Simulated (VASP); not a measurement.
A run of VASP 6.6.1 is set up as follows.

The input POSCAR:

```
CuI
1.0
    4.3755375000      0.0000000000      0.0000000000
   -2.1877687500      3.7893266302      0.0000000000
    0.0000000000      0.0000000000      7.2537938901
Cu I
2 2
Direct
    0.3333333333      0.6666666667      0.2500000000
    0.6666666667      0.3333333333      0.7500000000
    0.6666666667      0.3333333333      0.2500000000
    0.3333333333      0.6666666667      0.7500000000
```

The input INCAR.step1:

```
PREC     = Accurate       # precision mode
ENCUT    = 520            # plane-wave cutoff, eV
ISMEAR   = 0              # smearing method
SIGMA    = 0.01           # smearing width, eV
LREAL    = False          # projectors in reciprocal space
LASPH    = True           # aspherical terms in the spheres
NELM     = 80             # most SCF steps
NBANDS   = 26             # bands
GGA      = PE             # functional
ALGO     = Normal         # electronic algorithm
EDIFF    = 1E-4           # SCF threshold, eV
LWAVE    = True           # write WAVECAR
LCHARG   = False          # write CHGCAR
```

INCAR.step2

```
PREC     = Accurate       # precision mode
ENCUT    = 520            # plane-wave cutoff, eV
EDIFF    = 1E-6           # SCF threshold, eV
ISMEAR   = 0              # smearing method
SIGMA    = 0.01           # smearing width, eV
LREAL    = False          # projectors in reciprocal space
LASPH    = True           # aspherical terms in the spheres
NELM     = 80             # most SCF steps
ALGO     = Normal         # electronic algorithm
ISIF     = 2              # what is computed and relaxed
LWAVE    = False          # write WAVECAR
LCHARG   = False          # write CHGCAR
METAGGA  = R2SCAN         # meta-GGA
LMIXTAU  = True         
NBANDS   = 26             # bands
ISTART   = 1
```

The input KPOINTS:

```
Automatic mesh
0
Gamma
  6 6 4
```

Potentials or basis: VASP PAW PBE potentials, release 64 (Cu, I).

Command:

```sh
$ cat potpaw_PBE.64/Cu/POTCAR potpaw_PBE.64/I/POTCAR > POTCAR
$ cp INCAR.step1 INCAR
$ mpirun -np 1 vasp_std > vasp.out
$ cp INCAR.step2 INCAR
$ mpirun -np 1 vasp_std > vasp.out
```

What does it give for the band gap on the k mesh?

1.66 eV.

Predict the pressure.

-0.1 GPa.

Caveat: the PAW data sets were made with another functional, which shifts forces and pressure a little; spin-orbit coupling is left out, which moves the levels of the heavy elements. A k mesh can miss the band edges.
